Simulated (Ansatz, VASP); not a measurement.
## Cu, level by level in two programs

```
Cu
1.0
     0.00000    1.83129    1.83129
     1.83129    0.00000    1.83129
     1.83129    1.83129    0.00000
Cu
1
Direct
  0.00000 0.00000 0.00000
```

Single points on this cell with VASP 6.6.1 and Ansatz 0.2.0. Each row is one pair of runs. Alike in all rows: spin: off; smearing: fermi-dirac, width 0.05 eV.

| level | k mesh | VASP's potentials, cutoff | Ansatz's potentials, cutoff | gap on the k mesh at the Fermi level (eV), VASP | gap on the k mesh at the Fermi level (eV), Ansatz | pressure (GPa), VASP | pressure (GPa), Ansatz |
| --- | --- | --- | --- | --- | --- | --- | --- |
| BLYP+D3(BJ) | 13 × 13 × 13 | VASP PAW PBE potentials, release 64 (Cu), 600 eV | Ansatz PAW, 420 eV | none | none | -12.8 | -13.5 |
| SVWN5 | 13 × 13 × 13 | VASP PAW PBE potentials, release 64 (Cu), 600 eV | Ansatz PAW, 420 eV | none | none | -16.5 | -17.1 |
| r2SCAN+D4 | 13 × 13 × 13 | VASP PAW PBE potentials, release 64 (Cu), 660 eV | Ansatz PAW, 500 eV | ? | none | ? | -11.8 |
| PBE0 | 8 × 8 × 8 | VASP PAW PBE potentials, release 64 (Cu), 520 eV | Ansatz PAW, 420 eV | none | none | -2.6 | -2.4 |
| r2SCAN50 | 7 × 7 × 7 | VASP PAW PBE potentials, release 64 (Cu), 580 eV | Ansatz PAW, 500 eV | none | none | -3.6 | -3.4 |
| r2SCAN0 | 7 × 7 × 7 | VASP PAW PBE potentials, release 64 (Cu), 520 eV | Ansatz PAW, 500 eV | none | none | -6.7 | -7.1 |

Fill in what VASP gave in row 3.

gap on the k mesh at the Fermi level (eV): none; pressure (GPa): -11.4.

VASP's potentials hold 11 valence electrons a cell and Ansatz's 19, so a difference there can come from the potentials and not from the codes.

A gap of «none» marks a metal or a gap that the smearing closes.

The k mesh is coarse in some rows, so the values compare programs but aren't converged.
